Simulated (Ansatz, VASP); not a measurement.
**BN: VASP beside Ansatz**

Contents of INCAR:

```
  PREC = Accurate
  ENCUT = 520
  EDIFF = 1E-7
  ISMEAR = -1
  SIGMA = 0.02
  LREAL = F
  LASPH = T
  NELM = 60
  ALGO = Normal
  ISIF = 2
  LWAVE = F
  LCHARG = T
  GGA = PS
  LELF = T
  LVHAR = T
  NBANDS = 16
```

The input KPOINTS:

```
Automatic mesh
0
Gamma
  11 11 4
```

POSCAR

```
BN
1.0
    2.5039917043      0.0125199585      0.0125199585
   -1.2411532501      2.1622604475      0.0045826229
    0.0333060000      0.0333060000      6.6612000000
B N
2 2
Direct
    0.3333333333      0.6666666667      0.2500000000
    0.6666666667      0.3333333333      0.7500000000
    0.3333333333      0.6666666667      0.7500000000
    0.6666666667      0.3333333333      0.2500000000
```

Input for Ansatz:

```yaml
crystal:
  lattice:
    - [2.5039917043, 0.0125199585, 0.0125199585]
    - [-1.2411532501, 2.1622604475, 0.0045826229]
    - [0.033306, 0.033306, 6.6612]
  atoms:
    - { symbol: B, position: [0.3333333333, 0.6666666667, 0.25] }
    - { symbol: B, position: [0.6666666667, 0.3333333333, 0.75] }
    - { symbol: "N", position: [0.3333333333, 0.6666666667, 0.75] }
    - { symbol: "N", position: [0.6666666667, 0.3333333333, 0.25] }
kpoints:
  mp_grid: { grid: [11, 11, 4] }
  band_path:
    path:
      - [0.0, 0.0, 0.0]
      - [0.0, -0.5, 0.0]
      - [0.0, 0.0, 0.5]
      - [0.0, 0.0, 0.0]
      - [-0.5, 0.0, 0.0]
      - [-0.5, 0.5, -0.5]
      - [0.0, 0.0, 0.0]
      - [-0.5, 0.0, -0.5]
      - [-0.5, 0.5, 0.0]
    npoints: 5
scf:
  occupations: { method: fermi_dirac, width: 0.02 }
hamiltonian:
  xc: pbesol
  pseudopotentials: { kind: all_electron, lapw: { basis_error: 0.001 } }
output:
  forces: true
  stress: true
  eigenvalues: true
```

Change from the starting cell: equal xy, yz and zx shear strains of +1 %.

Alike in both runs: task single point; functional PBEsol; k mesh 11 × 11 × 4; occupations fermi-dirac, width 0.02 eV; no spin polarisation.

|  | VASP | Ansatz |
| --- | --- | --- |
| version | VASP 6.6.1 | Ansatz 0.2.0 |
| potentials or method | VASP PAW PBE potentials, release 64 (B, N), cutoff 520 eV | all-electron LAPW, scalar-relativistic |

VASP gave:

| Item | Value |
| --- | --- |
| gap on the k mesh at the Fermi level (eV) | 4.19 |
| pressure (GPa) | 0.8 |
| traceless stress, the component that is largest in VASP (GPa) | -3.74 |
| rms of the force components (eV/Å) | 0.076 |

Task: Estimate Ansatz's values.

Result: gap on the k mesh at the Fermi level (eV): 4.20; pressure (GPa): 0.4; traceless stress, the component that is largest in VASP (GPa): -3.73; rms of the force components (eV/Å): 0.075.

VASP's potentials were made for PBE, not for PBEsol. Atom by atom the forces differ by 0.001 eV/Å (rms over components). Ansatz ran all-electron here, and VASP with PAW potentials.
